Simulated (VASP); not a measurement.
# BAs (F-43m) in VASP: further runs, part 2 of 2

VASP 6.6.1. Earlier steps stand in the parts before.

## (4) Single point, LDA

The input, INCAR:

```
SYSTEM = BAs
PREC = Accurate ; ENCUT = 520
EDIFF = 1E-7 ; ISMEAR = 0
SIGMA = 0.01 ; LREAL = .FALSE.
LASPH = .TRUE. ; NELM = 80
ALGO = Normal ; ISIF = 2
LWAVE = .FALSE. ; LCHARG = .FALSE.
NBANDS = 11
```

The input, KPOINTS:

```
Automatic mesh
0
G
  8 8 8
  0 0 0
```

The input, POSCAR:

```
BAs
1.0
    0.0000000000      2.3918676038      2.3918676038
    2.3918676038      0.0000000000      2.3918676038
    2.3918676038      2.3918676038      0.0000000000
B As
1 1
Direct
    0.0000000000      0.0000000000      0.0000000000
    0.2500000000      0.2500000000      0.2500000000
```

Potentials or basis: VASP PAW LDA potentials, release 64 (B, As).

Started as:

```
> cat potpaw_LDA.64/B/POTCAR potpaw_LDA.64/As/POTCAR > POTCAR
> mpirun -np 1 vasp_std > vasp.out
```

OUTCAR:

```text
SYSTEM = BAs
   PREC = Accurate
   ENCUT = 520
   EDIFF = 1E-7
   ISMEAR = 0
   LREAL = .FALSE.
   LASPH = .TRUE.
   NELM = 80
   ISIF = 2

 ion  position               nearest neighbor table
   1  0.000  0.000  0.000-   2 2.07   2 2.07   2 2.07   2 2.07
   2  0.250  0.250  0.250-   1 2.07   1 2.07   1 2.07   1 2.07

  LATTYP: Found a face centered cubic cell.
 ALAT       =     4.7837352076

  Lattice vectors:

 A1 = (   0.0000000000,   2.3918676038,   2.3918676038)
 A2 = (   2.3918676038,   0.0000000000,   2.3918676038)
 A3 = (   2.3918676038,   2.3918676038,   0.0000000000)

Analysis of symmetry for initial positions (statically):
=====================================================================
 Subroutine PRICEL returns:
 Original cell was already a primitive cell.

 Routine SETGRP: Setting up the symmetry group for a
 face centered cubic supercell.

 Subroutine GETGRP returns: Found 24 space group operations
 (whereof 24 operations were pure point group operations)
 out of a pool of 48 trial point group operations.

The static configuration has the point symmetry T_d .

Analysis of symmetry for dynamics (positions and initial velocities):
=====================================================================
 Subroutine PRICEL returns:
 Original cell was already a primitive cell.

 Routine SETGRP: Setting up the symmetry group for a
 face centered cubic supercell.

 Subroutine GETGRP returns: Found 24 space group operations
 (whereof 24 operations were pure point group operations)
 out of a pool of 48 trial point group operations.

The dynamic configuration has the point symmetry T_d .

 Subroutine INISYM returns: Found 24 space group operations
 (whereof 24 operations are pure point group operations),
 and found     1 'primitive' translations

----------------------------------------------------------------------------------------

                                     Primitive cell

  volume of cell :      27.3679

  direct lattice vectors                    reciprocal lattice vectors
     0.000000000  2.391867604  2.391867604    -0.209041671  0.209041671  0.209041671
     2.391867604  0.000000000  2.391867604     0.209041671 -0.209041671  0.209041671
     2.391867604  2.391867604  0.000000000     0.209041671  0.209041671 -0.209041671

  length of vectors
     3.382611605  3.382611605  3.382611605     0.362070795  0.362070795  0.362070795

  position of ions in fractional coordinates (direct lattice)
     0.000000000  0.000000000  0.000000000
     0.250000000  0.250000000  0.250000000

  ion indices of the primitive-cell ions
   primitive index   ion index
                 1           1
                 2           2

----------------------------------------------------------------------------------------

 KPOINTS: Automatic mesh

Automatic generation of k-mesh.
 Grid dimensions read from file:
 generate k-points for:    8    8    8

 Generating k-lattice:

  Cartesian coordinates                     Fractional coordinates (reciprocal lattice)
    -0.026130209  0.026130209  0.026130209     0.125000000  0.000000000  0.000000000
     0.026130209 -0.026130209  0.026130209     0.000000000  0.125000000  0.000000000
     0.026130209  0.026130209 -0.026130209     0.000000000  0.000000000  0.125000000

  Length of vectors
     0.045258849  0.045258849  0.045258849

  Shift w.r.t. Gamma in fractional coordinates (k-lattice)
     0.000000000  0.000000000  0.000000000

 Subroutine IBZKPT returns following result:
 ===========================================

 Found     29 irreducible k-points:

 Following reciprocal coordinates:
            Coordinates               Weight
  0.000000  0.000000  0.000000      1.000000
  0.125000  0.000000  0.000000      8.000000
  0.250000  0.000000  0.000000      8.000000
  0.375000  0.000000  0.000000      8.000000
  0.500000  0.000000  0.000000      4.000000
  0.125000  0.125000  0.000000      6.000000
[... 16 lines left out ...]
  0.500000  0.250000  0.125000     48.000000
 -0.375000  0.250000  0.125000     24.000000
 [... further k-points ...]
   k-points           NKPTS =     29   k-points in BZ     NKDIM =     29   number of bands    NBANDS=     11
   number of dos      NEDOS =    301   number of ions     NIONS =      2
   total plane-waves  NPLWV =  21952
   dimension x,y,z NGX =    28 NGY =   28 NGZ =   28
   dimension x,y,z NGXF=    56 NGYF=   56 NGZF=   56
   ions per type =               1   1
   NGX,Y,Z   is equivalent  to a cutoff of  13.76, 13.76, 13.76 a.u.
   NGXF,Y,Z  is equivalent  to a cutoff of  27.52, 27.52, 27.52 a.u.
 SYSTEM =  BAs
   PREC   = accura    normal or accurate (medium, high low for compatibility)
   ISTART =      0    job   : 0-new  1-cont  2-samecut
   ICHARG =      2    charge: 1-file 2-atom 10-const
   ISPIN  =      1    spin polarized calculation?
   LNONCOLLINEAR =      F non collinear calculations
   LSORBIT =      F    spin-orbit coupling
   LASPH  =      T    aspherical Exc in radial PAW
   ENCUT  =  520.0 eV  38.22 Ry    6.18 a.u.   6.29  6.29  6.29*2*pi/ulx,y,z
   NELM   =     80;   NELMIN=  2; NELMDL= -5     # of ELM steps
   EDIFF  = 0.1E-06   stopping-criterion for ELM
   LREAL  =      F    real-space projection
   EDIFFG = 0.1E-05   stopping-criterion for IOM
   NSW    =      0    number of steps for IOM
   IBRION =     -1    ionic relax: 0-MD 1-quasi-New 2-CG
   NFREE  =      0    steps in history (QN), initial steepest desc. (CG)
   ISIF   =      2    stress and relaxation
   ISYM   =      2    0-nonsym 1-usesym 2-fastsym
   POTIM  = 0.5000    time-step for ionic-motion
   TEBEG  =    0.0;   TEEND  =   0.0 temperature during run
   PSTRESS=    0.0 pullay stress
   NELECT =       8.0000    total number of electrons
   NUPDOWN=      -1.0000    fix difference up-down
   EMIN   =  10.00;   EMAX   =-10.00  energy-range for DOS
   EFERMI =   0.00;   METHOD = LEGACY
   ISMEAR =     0;   SIGMA  =   0.01  broadening in eV -4-tet -1-fermi 0-gaus
   EFERMI_NEDOS =   21; number of points for ismear=-14 and -15
   IALGO  =     38    algorithm
   IMIX   =      4    mixing-type and parameters
     AMIX     =   0.40;   BMIX     =  1.00
     AMIX_MAG =   1.60;   BMIX_MAG =  1.00
  volume/ion in A,a.u.               =      13.68        92.34
  Fermi-wavevector in a.u.,A,eV,Ry     =   1.086487  2.053162 16.061039  1.180453
  Thomas-Fermi vector in A             =   2.222624
   LORBIT       =      0    0 simple, 1 ext, 2 COOP (PROOUT), +10 PAW based schemes
   GGA     = CA    functional components
   LHFCALC =     F    Hartree Fock is set to
   AEXX    =    0.0000 exact exchange contribution
   IVDW    =     0    specifies the selected vdW correction
   LEPSILON=     F    determine dielectric tensor
   LRPA    =     F    only Hartree local field effects (RPA)
 non-spin polarized calculation
 Gauss-broadening in eV      SIGMA  =   0.01
  energy-cutoff  :      520.00
  volume of cell :       27.37
 maximum number of plane-waves:       754
 NGX is ok and might be reduce to    28
   NGX = 13   NGY = 13   NGZ = 13

 number of electron       8.0000000 magnetization

 Free energy of the ion-electron system (eV)
  ---------------------------------------------------
  ext. energy  EPLUGINS =         0.00000000
  ---------------------------------------------------
  free energy    TOTEN  =       -12.91628525 eV

  energy without entropy =      -12.91628525  energy(sigma->0) =      -12.91628525

 E-fermi :   6.1569     XC(G=0): -10.7661

 val. band max:        6.1101797954   @ k =   0.0000   0.0000   0.0000
 cond. band min:       7.2502139198   @ k =   0.3750   0.3750   0.0000
 fundamental gap:      1.1400341244
 Fermi energy:         6.1568991493

 k-point     1 :       0.0000    0.0000    0.0000
  band No.  band energies     occupation
      1      -9.2285      2.00000
      2       6.1102      2.00000
      3       6.1102      2.00000
      4       6.1102      2.00000
      5       9.3536      0.00000
      6       9.3536      0.00000
      7       9.3536      0.00000
      8      10.7489      0.00000
      9      15.4448      0.00000
     10      19.1247      0.00000
     11      19.1247      0.00000
[... 309 lines left out ...]
 k-point    24 :      -0.3750    0.2500    0.1250
  band No.  band energies     occupation
      1      -5.8257      2.00000
      2      -2.1012      2.00000
      3       1.5768      2.00000
      4       3.0499      2.00000
      5      10.0143      0.00000
      6      10.8219      0.00000
      7      13.4785      0.00000
      8      15.0219      0.00000
      9      16.3374      0.00000
     10      20.1887      0.00000
     11      21.1737      0.00000

 [... further k-points ...]

------------------------ aborting loop because EDIFF is reached ----------------------------------------

  FORCE on cell =-STRESS in cart. coord.  units (eV):
  Direction    XX          YY          ZZ          XY          YZ          ZX
  --------------------------------------------------------------------------------------
  -------------------------------------------------------------------------------------
  Total       -0.6238242     -0.6238242     -0.6238242      0.0000000      0.0000000      0.0000000
  in kB      -36.5200505    -36.5200505    -36.5200505      0.0000000      0.0000000      0.0000000
  external PRESSURE =     -36.5200505 kB  Pullay stress =       0.0000000 kB

 VOLUME and BASIS-vectors are now :
 -----------------------------------------------------------------------------
  energy-cutoff  :      520.00
  volume of cell :       27.37
      direct lattice vectors                 reciprocal lattice vectors
     0.000000000  2.391867604  2.391867604    -0.209041671  0.209041671  0.209041671
     2.391867604  0.000000000  2.391867604     0.209041671 -0.209041671  0.209041671
     2.391867604  2.391867604  0.000000000     0.209041671  0.209041671 -0.209041671

 POSITION                                       TOTAL-FORCE (eV/Angst)
 -----------------------------------------------------------------------------------
      0.00000      0.00000      0.00000         0.000000      0.000000      0.000000
      1.19593      1.19593      1.19593        -0.000000     -0.000000     -0.000000
 -----------------------------------------------------------------------------------
    total drift:                               -0.000000     -0.000000     -0.000000

  FREE ENERGIE OF THE ION-ELECTRON SYSTEM (eV)
  ---------------------------------------------------
  free  energy   TOTEN  =       -12.9162852542 eV

  energy  without entropy=      -12.9162852542  energy(sigma->0) =      -12.91628525
```

Wall time 6.4 s (1 thread of Intel Xeon Platinum 8559C (Emerald Rapids), shared host); peak memory 0.13 GiB.

What came out:

| Item | Value |
| --- | --- |
| Free energy | -12.9163 eV |
| Pressure | -3.7 GPa |
| Band gap on the k mesh | 1.14 eV, indirect (least direct gap 3.24 eV) |

Levels at points of the mesh, in eV from the valence-band top:
```csv
k point,band 1,band 2,band 3,band 4,band 5,band 6,band 7,band 8
"(0.00, 0.00, 0.00)",-15.34,0.00,0.00,0.00,3.24,3.24,3.24,4.64
"(0.50, 0.00, 0.00)",-12.50,-8.73,-1.81,-1.81,2.67,4.74,4.74,8.68
"(0.50, 0.50, 0.00)",-11.22,-8.40,-4.06,-4.06,1.34,1.42,11.19,11.19
```

A k mesh can miss the band edges. LDA gaps usually lie below the measured ones, often by a third to a half.

## (5) Single point, r2SCAN

POSCAR is that of step 4.

The input, INCAR.step1:

```
PREC     = Accurate       # precision mode
ENCUT    = 520            # plane-wave cutoff, eV
ISMEAR   = 0              # smearing method
SIGMA    = 0.01           # smearing width, eV
LREAL    = F              # projectors in reciprocal space
LASPH    = T              # aspherical terms in the spheres
NELM     = 100            # most SCF steps
NBANDS   = 11             # bands
GGA      = PE             # functional
ALGO     = Normal         # electronic algorithm
EDIFF    = 1E-4           # SCF threshold, eV
LWAVE    = T              # write WAVECAR
LCHARG   = F              # write CHGCAR
```

The input, INCAR.step2:

```
PREC     = Accurate       # precision mode
ENCUT    = 520            # plane-wave cutoff, eV
EDIFF    = 1E-6           # SCF threshold, eV
ISMEAR   = 0              # smearing method
SIGMA    = 0.01           # smearing width, eV
LREAL    = F              # projectors in reciprocal space
LASPH    = T              # aspherical terms in the spheres
NELM     = 100            # most SCF steps
ALGO     = Normal         # electronic algorithm
ISIF     = 2              # what is computed and relaxed
LWAVE    = F              # write WAVECAR
LCHARG   = F              # write CHGCAR
METAGGA  = R2SCAN         # meta-GGA
LMIXTAU  = T            
NBANDS   = 11             # bands
ISTART   = 1
```

The input, KPOINTS:

```
Automatic mesh
0
Gamma
  8 8 8
```

Potentials or basis: VASP PAW PBE potentials, release 64 (B, As).

Started as:

```
> cat potpaw_PBE.64/B/POTCAR potpaw_PBE.64/As/POTCAR > POTCAR
> cp INCAR.step1 INCAR
> mpirun -np 1 vasp_std > vasp.out
> cp INCAR.step2 INCAR
> mpirun -np 1 vasp_std > vasp.out
```

OUTCAR:

```text
PREC = Accurate
   ENCUT = 520
   EDIFF = 1E-6
   ISMEAR = 0
   LREAL = F
   LASPH = T
   NELM = 100
   ISIF = 2
   METAGGA = R2SCAN
   ISTART = 1

 ion  position               nearest neighbor table
   1  0.000  0.000  0.000-   2 2.07   2 2.07   2 2.07   2 2.07
   2  0.250  0.250  0.250-   1 2.07   1 2.07   1 2.07   1 2.07

  LATTYP: Found a face centered cubic cell.
 ALAT       =     4.7837352076

  Lattice vectors:

 A1 = (   0.0000000000,   2.3918676038,   2.3918676038)
 A2 = (   2.3918676038,   0.0000000000,   2.3918676038)
 A3 = (   2.3918676038,   2.3918676038,   0.0000000000)

Analysis of symmetry for initial positions (statically):
=====================================================================
 Subroutine PRICEL returns:
 Original cell was already a primitive cell.

 Routine SETGRP: Setting up the symmetry group for a
 face centered cubic supercell.

 Subroutine GETGRP returns: Found 24 space group operations
 (whereof 24 operations were pure point group operations)
 out of a pool of 48 trial point group operations.

The static configuration has the point symmetry T_d .

[... 170 lines left out ...]
      1     -10.1410      2.00000
      2       5.9773      2.00000
      3       5.9773      2.00000
      4       5.9773      2.00000
      5       9.4178      0.00000
      6       9.4178      0.00000
      7       9.4178      0.00000
      8      11.0733      0.00000
      9      16.3324      0.00000
     10      19.4009      0.00000
     11      19.4009      0.00000
[... 309 lines left out ...]
 k-point    24 :      -0.3750    0.2500    0.1250
  band No.  band energies     occupation
      1      -6.5219      2.00000
      2      -2.7424      2.00000
      3       1.2005      2.00000
      4       2.7510      2.00000
      5      10.2950      0.00000
      6      11.0307      0.00000
      7      13.9406      0.00000
      8      15.5822      0.00000
      9      16.8979      0.00000
     10      20.9477      0.00000
     11      22.0935      0.00000

 [... further k-points ...]

------------------------ aborting loop because EDIFF is reached ----------------------------------------

  FORCE on cell =-STRESS in cart. coord.  units (eV):
  Direction    XX          YY          ZZ          XY          YZ          ZX
  --------------------------------------------------------------------------------------
  -------------------------------------------------------------------------------------
  Total        0.0435684      0.0435684      0.0435684      0.0000000      0.0000000      0.0000000
  in kB        2.5505881      2.5505881      2.5505881      0.0000000      0.0000000      0.0000000
  external PRESSURE =       2.5505881 kB  Pullay stress =       0.0000000 kB

 VOLUME and BASIS-vectors are now :
 -----------------------------------------------------------------------------
  energy-cutoff  :      520.00
  volume of cell :       27.37
      direct lattice vectors                 reciprocal lattice vectors
     0.000000000  2.391867604  2.391867604    -0.209041671  0.209041671  0.209041671
     2.391867604  0.000000000  2.391867604     0.209041671 -0.209041671  0.209041671
     2.391867604  2.391867604  0.000000000     0.209041671  0.209041671 -0.209041671

 POSITION                                       TOTAL-FORCE (eV/Angst)
 -----------------------------------------------------------------------------------
      0.00000      0.00000      0.00000        -0.000000      0.000000      0.000000
      1.19593      1.19593      1.19593         0.000000     -0.000000     -0.000000
 -----------------------------------------------------------------------------------
    total drift:                               -0.000000     -0.000000     -0.000000

  FREE ENERGIE OF THE ION-ELECTRON SYSTEM (eV)
  ---------------------------------------------------
  free  energy   TOTEN  =       -22.2539917502 eV

  energy  without entropy=      -22.2539917502  energy(sigma->0) =      -22.25399175
```

OSZICAR.step1:

```text
N       E                     dE             d eps       ncg     rms          rms(c)
DAV:   1     0.114948178603E+02    0.11495E+02   -0.36026E+03   638   0.632E+02
DAV:   2    -0.113284809619E+02   -0.22823E+02   -0.21783E+02   868   0.103E+02
DAV:   3    -0.120365587263E+02   -0.70808E+00   -0.70645E+00   781   0.167E+01
DAV:   4    -0.120383476457E+02   -0.17889E-02   -0.17888E-02   711   0.943E-01
DAV:   5    -0.120383502997E+02   -0.26540E-05   -0.26539E-05   768   0.381E-02    0.490E+00
DAV:   6    -0.114713774631E+02    0.56697E+00   -0.15695E+00   677   0.508E+00    0.238E+00
DAV:   7    -0.114127613081E+02    0.58616E-01   -0.19019E-01   737   0.214E+00    0.981E-01
DAV:   8    -0.114060215532E+02    0.67398E-02   -0.20218E-02   701   0.808E-01    0.982E-02
DAV:   9    -0.114063263991E+02   -0.30485E-03   -0.77000E-04   737   0.160E-01    0.584E-02
DAV:  10    -0.114064831115E+02   -0.15671E-03   -0.19317E-04   670   0.847E-02    0.121E-02
DAV:  11    -0.114064889881E+02   -0.58766E-05   -0.51673E-06   355   0.155E-02
   1 F= -.11406489E+02 E0= -.11406489E+02  d E =-.227537E-15
```

Wall time 34 s (1 thread of Intel Xeon Platinum 8559C (Emerald Rapids), shared host); peak memory 0.16 GiB.

What came out:

```yaml
Free_energy: -22.2540 eV
Pressure: 0.3 GPa
Band_gap_on_the_k_mesh: 1.39 eV, indirect (least direct gap 3.44 eV)
```

Caveat: the PAW data sets were made with another functional, which shifts forces and pressure a little. r2SCAN opens gaps a little over a GGA but as a rule still falls short of measured ones.

## (6) The runs side by side

| level | potentials or basis | gap on the mesh (eV) | pressure (GPa) |
| --- | --- | --- | --- |
| PBE | VASP PAW PBE potentials, release 64 (B, As) | 1.19 | 2.8 |
| LDA | VASP PAW LDA potentials, release 64 (B, As) | 1.14 | -3.7 |
| r2SCAN | VASP PAW PBE potentials, release 64 (B, As) | 1.39 | 0.3 |

Alike in all rows: task single point; no spin polarisation; cell as given; k mesh 8 × 8 × 8; cutoff (eV) 520; smearing gaussian 0.01 eV.

Caveats: the PAW data sets were made with another functional, which shifts forces and pressure a little (some runs).

Total energies depend on the potentials used, so only differences within one code and one set of settings carry meaning.
